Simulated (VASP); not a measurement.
Wanted: the native input for a VASP 6.6.1 run.

- Task: single point
- Functional: PBE
- Dispersion: D3(BJ)
- Potentials or basis: VASP PAW PBE potentials, release 64 (B, N)
- Cutoff: 520 eV
- k mesh: 12 × 12 × 1
- Occupations: gaussian, width 0.05 eV
- Spin: no spin polarisation
- Dipole correction: yes
- Further INCAR settings: ALGO = Normal; EDIFF = 1e-06; NBANDS = 21

The structure of BN lies in POSCAR:

```
BN
1.0
    2.5051851808      0.0000000000      0.0000000000
    1.2500915904      2.1709960400      0.0000000000
    0.0000000000      0.0000000000     23.6789643053
B N
3 3
Direct
    0.4998931263      0.4998931263      0.3589684029
    0.9998931263      0.9998931263      0.5000000000
    0.4998931263      0.4998931263      0.6410315971
    0.8334068837      0.8334068837      0.3589684029
    0.3334068837      0.3334068837      0.5000000000
    0.8334068837      0.8334068837      0.6410315971
```

The input as run:

INCAR

```
SYSTEM = BN
ALGO = Normal ; DIPOL = 0.5 0.5 0.500
EDIFF = 1E-6 ; ENCUT = 520
GGA = PE ; IDIPOL = 3
ISIF = 2 ; ISMEAR = 0
IVDW = 12 ; LASPH = .True.
LCHARG = .False. ; LDIPOL = .True.
LREAL = .False. ; LWAVE = .False.
NBANDS = 21 ; NELM = 60
PREC = Accurate ; SIGMA = 0.05
```

KPOINTS

```
k-points
0
Gamma
  12 12 1
  0 0 0
```

Potentials or basis: VASP PAW PBE potentials, release 64 (B, N).

Run with:

```sh
$ cat potpaw_PBE.64/B/POTCAR potpaw_PBE.64/N/POTCAR > POTCAR
$ mpirun -np 1 vasp_std > vasp.out
```

It gave:

| Item | Value |
| --- | --- |
| Largest force | 0.023 eV/Å |
| Band gap on the k mesh | 3.95 eV, indirect (least direct gap 4.32 eV) |
| Dispersion energy per atom | -0.117 eV |

Run time: 3 min on 1 thread of Intel(R) Xeon(R) Platinum 8488C (Sapphire Rapids), with other jobs on the host, peak memory 0.3 GiB.
